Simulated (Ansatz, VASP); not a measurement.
## Two plane-wave programs on BaO

```
CELL_PARAMETERS angstrom
0.00000 2.74505 2.74505
2.74505 0.00000 2.74505
2.74505 2.74505 0.00000
ATOMIC_POSITIONS crystal
Ba 0.00000 0.00000 0.00000
O 0.50000 0.50000 0.50000
```

Alike in both runs: functional PBEsol; k mesh 8 × 8 × 8; occupations gaussian, width 0.02 eV; no spin polarisation.

Ansatz relaxed the structure, and its values are those at the end. VASP's run is a single point on that final structure, the one shown.

|  | VASP | Ansatz |
| --- | --- | --- |
| version | VASP 6.6.1 | Ansatz 0.2.0 |
| potentials or method | VASP PAW PBE potentials, release 64 (Ba_sv, O), cutoff 600 eV | scalar-relativistic, plane waves, PAW |
| valence electrons in the cell | 16 | 16 |

```csv
,VASP,Ansatz,Ansatz less VASP
gap on the k mesh at the Fermi level (eV),1.77,1.84,+0.071
least direct gap on the mesh (eV),1.77,1.84,+0.071
pressure (GPa),1.8,0.0,-1.83
```

VASP's potentials were made for PBE, not for PBEsol, and Ansatz warns of the same on its side.

Spin-orbit coupling is off throughout.
